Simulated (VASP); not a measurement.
Runs of VASP 6.6.1 on ZnCu. The structure is that of space group Pm-3m (No. 221), or close to it. The cells are those of the table. 

```tsv
level	potentials or basis	cell	gap on the mesh (eV)	pressure (GPa)
PBE	VASP PAW PBE potentials, release 64 (Zn, Cu)	a = 3.004 Å, 2 atoms	none	(a)
PBE	VASP PAW PBE potentials, release 64 (Zn, Cu)	a = 2.965 Å, 2 atoms	none	0.8
PBE	VASP PAW PBE potentials, release 64 (Zn, Cu)	a = 3.061 Å, 2 atoms	none	-8.1
PBE	VASP PAW PBE potentials, release 64 (Zn, Cu)	a = 2.945 Å, 2 atoms	none	(b)
LDA	VASP PAW LDA potentials, release 64 (Zn, Cu)	a = 2.965 Å, 2 atoms	none	-10.9
```

Alike in all rows: task single point; no spin polarisation; k mesh 12 × 12 × 12; cutoff (eV) 520; smearing gaussian 0.05 eV.

**Question.** Fill in the values left out.

**Answer.** (a) -3.1; (b) 2.9.

Caveats: the cell stands under tension (at least some runs).

A gap of «none» marks levels without a gap at the run's occupations.
